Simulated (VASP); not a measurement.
Set up this calculation in VASP 6.6.1, as the native input.

* Task: single point
* Functional: PBEsol
* Potentials or basis: VASP PAW PBE potentials, release 64 (Cd, In_d)
* Cutoff: 520 eV
* k mesh: 18 × 18 × 8
* Occupations: gaussian, width 0.15 eV
* Spin: no spin polarisation
* Dipole correction: no
* Further INCAR settings: ALGO = Fast; EDIFF = 1e-07; NBANDS = 20

The structure of CdIn lies in POSCAR:

```
CdIn
1.0
    3.0565000000      0.0000000000      0.0000000000
   -1.5282500000      2.6470066467      0.0000000000
    0.0000000000      0.0000000000      4.8600000000
Cd In
1 1
Direct
    0.0000000000      0.0000000000      0.5000000000
    0.6666666667      0.3333333333      0.0000000000
```

These files were run (other wordings do the same):

INCAR

```
  PREC = Accurate
  ENCUT = 520
  EDIFF = 1E-7
  ISMEAR = 0
  SIGMA = 0.15
  LREAL = False
  LASPH = True
  NELM = 80
  ALGO = Fast
  ISIF = 2
  LWAVE = False
  LCHARG = False
  GGA = PS
  NBANDS = 20
```

KPOINTS

```
Automatic mesh
0
Gamma
  18 18 8
```

Potentials or basis: VASP PAW PBE potentials, release 64 (Cd, In_d).

The run is started by

```sh
$ cat potpaw_PBE.64/Cd/POTCAR potpaw_PBE.64/In_d/POTCAR > POTCAR
$ mpirun -np 1 vasp_std > vasp.out
```

It gave:

```yaml
Pressure: 14.7 GPa
```

Caveat: the PAW data sets were made with another functional, which shifts forces and pressure a little.

It took 50 s on 1 thread of Intel(R) Xeon(R) Platinum 8559C (Emerald Rapids), with other jobs on the host, peak memory 0.26 GiB.
